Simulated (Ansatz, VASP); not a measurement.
Two plane-wave programs on Fe

INCAR

```
  PREC = Accurate
  ENCUT = 600
  EDIFF = 1E-6
  ISMEAR = -1
  SIGMA = 0.05
  LREAL = F
  LASPH = T
  NELM = 200
  ALGO = Normal
  ISIF = 2
  LWAVE = F
  LCHARG = F
  ISPIN = 2
  MAGMOM = 4.5 4.5
  LORBIT = 11
  NUPDOWN = 9.0
  LMAXMIX = 4
  GGA = PS
  NBANDS = 27
  GGA_COMPAT = F
```

File KPOINTS:

```
regular mesh
0
Gamma
  10 10 6
```

File POSCAR:

```
Fe
1.0
    2.4341575853      0.0000000000      0.0000000000
   -1.2170787927      2.1080423057      0.0000000000
    0.0000000000      0.0000000000      3.8419344700
Fe
2
Direct
    0.6666666667      0.3333333333      0.7500000000
    0.3333333333      0.6666666667      0.2500000000
```

The input input.yaml:

```yaml
crystal:
  lattice:
    - [2.4341575853, 0.0, 0.0]
    - [-1.2170787927, 2.1080423057, 0.0]
    - [0.0, 0.0, 3.84193447]
  atoms:
    - { symbol: Fe, position: [0.6666666667, 0.3333333333, 0.75], spin: 4.5 }
    - { symbol: Fe, position: [0.3333333333, 0.6666666667, 0.25], spin: 4.5 }
hamiltonian:
  xc: pbesol
  pseudopotentials: { kind: paw }
magnetization:
  spin_polarized: true
  initial_magnetization: 9.0
  spin_locking: { lock_magnetization: hard }
kpoints:
  mp_grid: { grid: [10, 10, 6] }
scf:
  occupations: { method: fermi_dirac, width: 0.05 }
  lower_state_search: "off"
output:
  forces: true
  stress: true
  eigenvalues: true
```

Alike in both runs: task single point; functional PBEsol; k mesh 10 × 10 × 6; occupations fermi-dirac, width 0.05 eV; collinear spin; fixed moment 9 μB.

```csv
,VASP,Ansatz
version,VASP 6.6.1,Ansatz 0.2.0
potentials or method,"VASP PAW PBE potentials, release 64 (Fe_sv)",Ansatz PAW
plane-wave cutoff (eV),600,420
valence electrons in the cell,32,32
```

Ansatz gave:

| Quantity | Value |
| --- | --- |
| net moment per atom (μB) | 4.50 |
| size of the moment on the site where the two differ most (μB) | 3.99 |

Problem. Estimate VASP's values.

Solution. net moment per atom (μB): 4.50; size of the moment on the site where the two differ most (μB): 3.77.

VASP's potentials were made for PBE, not for PBEsol. Site moments also hang on the region over which each program counts them.
